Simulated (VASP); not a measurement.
# WS2 (P6_3/mmc) in VASP: further runs

The runs below take WS2 through single point, with PBE.

Program: VASP 6.6.1. These are calculated values, not measurements. Logs are shortened: lines on timing, memory, paths and dates and some standing lists are left out, and cuts for length are marked.

**1. The cell of the first run**

The structure is hexagonal, space group P6_3/mmc (No. 194). The conventional cell has a = 3.184 Å, b = 3.184 Å, c = 12.978 Å, α = 90.00°, β = 90.00°, γ = 120.00°. W (site symmetry -6m2) has 6 S at 2.41 Å and 6 W at 3.18 Å within 3.2 Å. Within 3.2 Å of S (site symmetry 3m) lie 3 W at 2.41 Å and 7 S at 3.12 to 3.18 Å.

**2. Single point, PBE**

INCAR reads:

```
SYSTEM = WS2
PREC     = Accurate       ! precision mode
ENCUT    = 520            ! plane-wave cutoff, eV
EDIFF    = 1E-6           ! SCF threshold, eV
ISMEAR   = 0              ! smearing method
SIGMA    = 0.1            ! smearing width, eV
LREAL    = .False.        ! projectors in reciprocal space
LASPH    = .True.         ! aspherical terms in the spheres
NELM     = 80             ! most SCF steps
ALGO     = Normal         ! electronic algorithm
ISIF     = 2              ! what is computed and relaxed
LWAVE    = .False.        ! write WAVECAR
LCHARG   = .False.        ! write CHGCAR
GGA      = PE             ! functional
NBANDS   = 35             ! bands
```

KPOINTS reads:

```
regular mesh
0
Gamma
  6 6 2
  0 0 0
```

POSCAR reads:

```
WS2
1.0
    3.1842228900      0.0000000000      0.0000000000
   -1.5921114500      2.7576179200      0.0000000000
    0.0000000000      0.0000000000     12.9782823600
W S
2 4
Direct
    0.3333333300      0.6666666700      0.2500000000
    0.6666666700      0.3333333300      0.7500000000
    0.3333333300      0.6666666700      0.6298049400
    0.6666666700      0.3333333300      0.1298049400
    0.3333333300      0.6666666700      0.8701950600
    0.6666666700      0.3333333300      0.3701950600
```

Potentials or basis: VASP PAW PBE potentials, release 64 (W_sv, S).

The run is started by

```sh
cat potpaw_PBE.64/W_sv/POTCAR potpaw_PBE.64/S/POTCAR > POTCAR
mpirun -np 1 vasp_std > vasp.out
```

OUTCAR:

```text
SYSTEM = WS2
   PREC = Accurate
   ENCUT = 520
   EDIFF = 1E-6
   ISMEAR = 0
   LREAL = .False.
   LASPH = .True.
   NELM = 80
   ISIF = 2
   GGA = PE

 ion  position               nearest neighbor table
   1  0.333  0.667  0.250-   4 2.41   6 2.41   4 2.41   6 2.41   4 2.41   6 2.41
   2  0.667  0.333  0.750-   3 2.41   5 2.41   3 2.41   5 2.41   3 2.41   5 2.41
   3  0.333  0.667  0.630-   2 2.41   2 2.41   2 2.41
   4  0.667  0.333  0.130-   1 2.41   1 2.41   1 2.41
   5  0.333  0.667  0.870-   2 2.41   2 2.41   2 2.41
   6  0.667  0.333  0.370-   1 2.41   1 2.41   1 2.41

  LATTYP: Found a hexagonal cell.
 ALAT       =     3.1842228900
 C/A-ratio  =     4.0758083866

  Lattice vectors:

 A1 = (   3.1842228900,   0.0000000000,   0.0000000000)
 A2 = (  -1.5921114500,   2.7576179200,   0.0000000000)
 A3 = (   0.0000000000,   0.0000000000,  12.9782823600)

Analysis of symmetry for initial positions (statically):
=====================================================================
 Subroutine PRICEL returns:
 Original cell was already a primitive cell.

 Routine SETGRP: Setting up the symmetry group for a
 hexagonal supercell.

 Subroutine GETGRP returns: Found 24 space group operations
 (whereof 12 operations were pure point group operations)
 out of a pool of 24 trial point group operations.

The static configuration has the point symmetry D_3d.
 The point group associated with its full space group is D_6h.

Analysis of symmetry for dynamics (positions and initial velocities):
=====================================================================
 Subroutine PRICEL returns:
 Original cell was already a primitive cell.

 Routine SETGRP: Setting up the symmetry group for a
 hexagonal supercell.

 Subroutine GETGRP returns: Found 24 space group operations
 (whereof 12 operations were pure point group operations)
 out of a pool of 24 trial point group operations.

The dynamic configuration has the point symmetry D_3d.
 The point group associated with its full space group is D_6h.

 Subroutine INISYM returns: Found 24 space group operations
 (whereof 12 operations are pure point group operations),
 and found     1 'primitive' translations

----------------------------------------------------------------------------------------

                                     Primitive cell

  volume of cell :     113.9606

  direct lattice vectors                    reciprocal lattice vectors
     3.184222890  0.000000000  0.000000000     0.314048367  0.181315910  0.000000000
    -1.592111450  2.757617920  0.000000000     0.000000000  0.362631818  0.000000000
     0.000000000  0.000000000 12.978282360     0.000000000  0.000000000  0.077051799

  length of vectors
     3.184222890  3.184222898 12.978282360     0.362631819  0.362631818  0.077051799

  position of ions in fractional coordinates (direct lattice)
     0.333333330  0.666666670  0.250000000
     0.666666670  0.333333330  0.750000000
     0.333333330  0.666666670  0.629804940
     0.666666670  0.333333330  0.129804940
     0.333333330  0.666666670  0.870195060
     0.666666670  0.333333330  0.370195060

  ion indices of the primitive-cell ions
   primitive index   ion index
                 1           1
                 2           2
                 3           3
                 4           4
                 5           5
                 6           6

----------------------------------------------------------------------------------------

 KPOINTS: regular mesh

Automatic generation of k-mesh.
 Grid dimensions read from file:
 generate k-points for:    6    6    2

 Generating k-lattice:

  Cartesian coordinates                     Fractional coordinates (reciprocal lattice)
     0.052341395  0.030219318  0.000000000     0.166666667  0.000000000  0.000000000
     0.000000000  0.060438636  0.000000000     0.000000000  0.166666667  0.000000000
     0.000000000  0.000000000  0.038525899     0.000000000  0.000000000  0.500000000

  Length of vectors
     0.060438636  0.060438636  0.038525899

  Shift w.r.t. Gamma in fractional coordinates (k-lattice)
     0.000000000  0.000000000  0.000000000

 Subroutine IBZKPT returns following result:
 ===========================================

 Found     14 irreducible k-points:

 Following reciprocal coordinates:
            Coordinates               Weight
  0.000000  0.000000  0.000000      1.000000
  0.166667  0.000000  0.000000      6.000000
  0.333333  0.000000  0.000000      6.000000
  0.500000  0.000000  0.000000      3.000000
  0.166667  0.166667  0.000000      6.000000
  0.333333  0.166667  0.000000     12.000000
  0.333333  0.333333  0.000000      2.000000
  0.000000  0.000000  0.500000      1.000000
  0.166667  0.000000  0.500000      6.000000
  0.333333  0.000000  0.500000      6.000000
  0.500000  0.000000  0.500000      3.000000
  0.166667  0.166667  0.500000      6.000000
  0.333333  0.166667  0.500000     12.000000
  0.333333  0.333333  0.500000      2.000000
   k-points           NKPTS =     14   k-points in BZ     NKDIM =     14   number of bands    NBANDS=     35
   number of dos      NEDOS =    301   number of ions     NIONS =      6
   total plane-waves  NPLWV =  56448
   dimension x,y,z NGX =    24 NGY =   24 NGZ =   98
   dimension x,y,z NGXF=    48 NGYF=   48 NGZF=  196
   ions per type =               2   4
   NGX,Y,Z   is equivalent  to a cutoff of  12.53, 12.53, 12.55 a.u.
   NGXF,Y,Z  is equivalent  to a cutoff of  25.06, 25.06, 25.11 a.u.
 SYSTEM =  WS2
   PREC   = accura    normal or accurate (medium, high low for compatibility)
   ISTART =      0    job   : 0-new  1-cont  2-samecut
   ICHARG =      2    charge: 1-file 2-atom 10-const
   ISPIN  =      1    spin polarized calculation?
   LNONCOLLINEAR =      F non collinear calculations
   LSORBIT =      F    spin-orbit coupling
   LASPH  =      T    aspherical Exc in radial PAW
   ENCUT  =  520.0 eV  38.22 Ry    6.18 a.u.   5.92  5.92 24.13*2*pi/ulx,y,z
   NELM   =     80;   NELMIN=  2; NELMDL= -5     # of ELM steps
   EDIFF  = 0.1E-05   stopping-criterion for ELM
   LREAL  =      F    real-space projection
   EDIFFG = 0.1E-04   stopping-criterion for IOM
   NSW    =      0    number of steps for IOM
   IBRION =     -1    ionic relax: 0-MD 1-quasi-New 2-CG
   NFREE  =      0    steps in history (QN), initial steepest desc. (CG)
   ISIF   =      2    stress and relaxation
   ISYM   =      2    0-nonsym 1-usesym 2-fastsym
   POTIM  = 0.5000    time-step for ionic-motion
   TEBEG  =    0.0;   TEEND  =   0.0 temperature during run
   PSTRESS=    0.0 pullay stress
   NELECT =      52.0000    total number of electrons
   NUPDOWN=      -1.0000    fix difference up-down
   EMIN   =  10.00;   EMAX   =-10.00  energy-range for DOS
   EFERMI =   0.00;   METHOD = LEGACY
   ISMEAR =     0;   SIGMA  =   0.10  broadening in eV -4-tet -1-fermi 0-gaus
   EFERMI_NEDOS =   21; number of points for ismear=-14 and -15
   IALGO  =     38    algorithm
   IMIX   =      4    mixing-type and parameters
     AMIX     =   0.40;   BMIX     =  1.00
     AMIX_MAG =   1.60;   BMIX_MAG =  1.00
  volume/ion in A,a.u.               =      18.99       128.17
  Fermi-wavevector in a.u.,A,eV,Ry     =   1.260350  2.381715 21.612597  1.588481
  Thomas-Fermi vector in A             =   2.393864
   LORBIT       =      0    0 simple, 1 ext, 2 COOP (PROOUT), +10 PAW based schemes
   GGA     = PE    functional components
   LHFCALC =     F    Hartree Fock is set to
   AEXX    =    0.0000 exact exchange contribution
   IVDW    =     0    specifies the selected vdW correction
   LEPSILON=     F    determine dielectric tensor
   LRPA    =     F    only Hartree local field effects (RPA)
 non-spin polarized calculation
 Gauss-broadening in eV      SIGMA  =   0.10
  energy-cutoff  :      520.00
  volume of cell :      113.96
 maximum number of plane-waves:      3088
 NGX is ok and might be reduce to    24
   NGX = 11   NGY = 11   NGZ = 49

 number of electron      51.9999999 magnetization

 Free energy of the ion-electron system (eV)
  ---------------------------------------------------
  ext. energy  EPLUGINS =         0.00000000
  ---------------------------------------------------
  free energy    TOTEN  =       -47.32020500 eV

  energy without entropy =      -47.32020500  energy(sigma->0) =      -47.32020500

 E-fermi :   7.2089     XC(G=0): -10.4829

 val. band max:        6.5290084843   @ k =   0.0000   0.0000   0.0000
 cond. band min:       7.7664797778   @ k =   0.1667   0.1667   0.0000
 fundamental gap:      1.2374712935
 Fermi energy:         7.2088575861

 k-point     1 :       0.0000    0.0000    0.0000
  band No.  band energies     occupation
      1     -68.0023      2.00000
      2     -68.0023      2.00000
      3     -32.2419      2.00000
      4     -32.2419      2.00000
      5     -32.0930      2.00000
      6     -32.0930      2.00000
[... 27 lines left out ...]
     34       9.1199      0.00000
     35      11.2135      0.00000

 k-point     2 :       0.1667    0.0000    0.0000
  band No.  band energies     occupation
      1     -67.9982      2.00000
      2     -67.9981      2.00000
      3     -32.2266      2.00000
      4     -32.2266      2.00000
      5     -32.1774      2.00000
      6     -32.1774      2.00000
[... 27 lines left out ...]
     34       9.6421      0.00000
     35      12.7832      0.00000

 k-point     3 :       0.3333    0.0000    0.0000
  band No.  band energies     occupation
      1     -67.9899      2.00000
      2     -67.9898      2.00000
      3     -32.3424      2.00000
      4     -32.3424      2.00000
      5     -32.1960      2.00000
      6     -32.1960      2.00000
[... 27 lines left out ...]
     34      10.6013      0.00000
     35      12.4851      0.00000
[... 343 lines left out ...]
 k-point    13 :       0.3333    0.1667    0.5000
  band No.  band energies     occupation
      1     -67.9857      2.00000
      2     -67.9857      2.00000
      3     -32.3821      2.00000
      4     -32.3821      2.00000
      5     -32.2139      2.00000
      6     -32.2139      2.00000
[... 27 lines left out ...]
     34      10.8774      0.00000
     35      12.4068      0.00000

 k-point    14 :       0.3333    0.3333    0.5000
  band No.  band energies     occupation
      1     -67.9836      2.00000
      2     -67.9836      2.00000
      3     -32.3405      2.00000
      4     -32.3405      2.00000
      5     -32.3070      2.00000
      6     -32.3070      2.00000
[... 27 lines left out ...]
     34      11.4582      0.00000
     35      12.9307      0.00000

------------------------ aborting loop because EDIFF is reached ----------------------------------------

  FORCE on cell =-STRESS in cart. coord.  units (eV):
  Direction    XX          YY          ZZ          XY          YZ          ZX
  --------------------------------------------------------------------------------------
  -------------------------------------------------------------------------------------
  Total        0.8413638      0.8413638      2.0300114     -0.0000000      0.0000000      0.0000000
  in kB       11.8287719     11.8287719     28.5400211     -0.0000000      0.0000000      0.0000000
  external PRESSURE =      17.3991883 kB  Pullay stress =       0.0000000 kB

 VOLUME and BASIS-vectors are now :
 -----------------------------------------------------------------------------
  energy-cutoff  :      520.00
  volume of cell :      113.96
      direct lattice vectors                 reciprocal lattice vectors
     3.184222890  0.000000000  0.000000000     0.314048367  0.181315910  0.000000000
    -1.592111450  2.757617920  0.000000000     0.000000000  0.362631818  0.000000000
     0.000000000  0.000000000 12.978282360     0.000000000  0.000000000  0.077051799

 POSITION                                       TOTAL-FORCE (eV/Angst)
 -----------------------------------------------------------------------------------
     -0.00000      1.83841      3.24457        -0.000000      0.000000     -0.000000
      1.59211      0.91921      9.73371         0.000000     -0.000000     -0.000000
     -0.00000      1.83841      8.17379         0.000000      0.000000     -0.209259
      1.59211      0.91921      1.68465        -0.000000     -0.000000     -0.209259
     -0.00000      1.83841     11.29364         0.000000      0.000000      0.209259
      1.59211      0.91921      4.80450        -0.000000     -0.000000      0.209259
 -----------------------------------------------------------------------------------
    total drift:                               -0.000010      0.000006     -0.000000

  FREE ENERGIE OF THE ION-ELECTRON SYSTEM (eV)
  ---------------------------------------------------
  free  energy   TOTEN  =       -47.3202049967 eV

  energy  without entropy=      -47.3202049967  energy(sigma->0) =      -47.32020500
```

Wall time 26 s (1 thread of Intel Xeon 6975P-C (Granite Rapids), shared host); peak memory 0.23 GiB.

What came out:

```yaml
Free_energy: -47.3202 eV
Pressure: 1.7 GPa
Largest_force: 0.209 eV/Å
Band_gap_on_the_k_mesh: 1.24 eV (least direct gap 1.74 eV)
```

Forces on the atoms (eV/Å):
```
W    0.000  0.000  0.000
W    0.000  0.000  0.000
S    0.000  0.000 -0.209
S    0.000  0.000 -0.209
S    0.000  0.000  0.209
S    0.000  0.000  0.209
```

Stress tensor (GPa, compression positive):
```
1.18 0.00 0.00
0.00 1.18 0.00
0.00 0.00 2.85
```

Caveat: spin-orbit coupling is left out, which moves the levels of the heavy elements; this functional lacks dispersion, which binds layers or chains, so the pressure and a relaxed spacing across them are unreliable.

**3. Single point, PBE**

This run uses another cell than the first one, of 21.81 Å³/atom.

INCAR reads:

```
  PREC = Accurate
  ENCUT = 520
  EDIFF = 1E-6
  ISMEAR = 0
  SIGMA = 0.02
  LREAL = False
  LASPH = True
  NELM = 60
  ALGO = Normal
  ISIF = 2
  LWAVE = False
  LCHARG = False
  GGA = PE
  NBANDS = 35
```

KPOINTS reads:

```
Automatic mesh
0
Gamma
  12 12 2
```

POSCAR reads:

```
WS2
1.0
    3.1877751902      0.0000000029      0.0000000000
   -1.5938875976      2.7606942948      0.0000000000
    0.0000000000      0.0000000000     14.8712872264
W S
2 4
Direct
    0.3333333333      0.6666666667      0.2500000000
    0.6666666667      0.3333333333      0.7500000000
    0.3333333333      0.6666666667      0.6443541682
    0.6666666667      0.3333333333      0.1443541682
    0.3333333333      0.6666666667      0.8556458318
    0.6666666667      0.3333333333      0.3556458318
```

Potentials or basis: VASP PAW PBE potentials, release 64 (W_sv, S).

The run is started by

```sh
cat potpaw_PBE.64/W_sv/POTCAR potpaw_PBE.64/S/POTCAR > POTCAR
mpirun -np 1 vasp_std > vasp.out
```

It took 74 s on 1 thread of Intel Xeon 6975P-C (Granite Rapids), shared host; peak memory 0.32 GiB.

Results (log left out):

| Quantity | Value |
| --- | --- |
| Free energy | -47.3639 eV |
| Pressure | 0.0 GPa |
| Band gap on the k mesh | 1.64 eV (least direct gap 1.80 eV) |

Forces on the atoms (eV/Å):
```
W    0.000  0.000  0.000
W    0.000  0.000  0.000
S    0.000  0.000 -0.003
S    0.000  0.000 -0.003
S    0.000  0.000  0.003
S    0.000  0.000  0.003
```

Levels at points of the mesh, in eV from the valence-band top:
| k point | band 22 | band 23 | band 24 | band 25 | band 26 | band 27 | band 28 | band 29 | band 30 | band 31 |
| --- | --- | --- | --- | --- | --- | --- | --- | --- | --- | --- |
| (0.00, 0.00, 0.00) | -1.79 | -1.78 | -1.78 | -0.41 | 0.00 | 2.70 | 2.70 | 2.70 | 2.70 | 2.84 |
| (0.50, 0.00, 0.00) | -2.31 | -1.45 | -1.44 | -1.10 | -1.09 | 2.66 | 2.67 | 3.08 | 3.14 | 3.75 |
| (0.00, 0.00, 0.50) | -1.79 | -1.79 | -1.79 | -0.18 | -0.18 | 2.70 | 2.70 | 2.70 | 2.70 | 2.85 |
| (0.50, 0.00, 0.50) | -2.31 | -1.45 | -1.45 | -1.10 | -1.10 | 2.66 | 2.66 | 3.11 | 3.11 | 3.86 |

Caveat: spin-orbit coupling is left out, which moves the levels of the heavy elements; this functional lacks dispersion, which binds layers or chains, so the pressure and a relaxed spacing across them are unreliable. A k mesh can miss the band edges.
